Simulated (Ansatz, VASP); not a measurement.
# Two plane-wave programs on AgBr

```xyz
2
Lattice="0.0000 2.8922 2.8922 2.8922 0.0000 2.8922 2.8922 2.8922 0.0000" Properties=species:S:1:pos:R:3 pbc="T T T"
Ag    0.0000    0.0000    0.0000
Br    2.8922    2.8922    2.8922
```

Alike in both runs: task single point; functional PBE; k mesh 6 × 6 × 6; occupations gaussian, width 0.1 eV; no spin polarisation.

|  | VASP | Ansatz |
| --- | --- | --- |
| version | VASP 6.6.1 | Ansatz 0.2.0 |
| potentials or method | VASP PAW PBE potentials, release 64 (Ag, Br), cutoff 500 eV | scalar-relativistic, plane waves, PAW |
| valence electrons in the cell | 18 | 26 |

|  | VASP | Ansatz | Ansatz less VASP |
| --- | --- | --- | --- |
| gap on the k mesh at the Fermi level (eV) | 0.68 | 0.68 | +0.001 |
| least direct gap on the mesh (eV) | 2.53 | 2.53 | +0.001 |
| pressure (GPa) | 1.2 | 1.2 | +0.04 |

The functional is the same, so the differences come from potentials, cutoffs and numerics. VASP's potentials hold 18 valence electrons a cell and Ansatz's 26, so a difference there can come from the potentials and not from the codes.
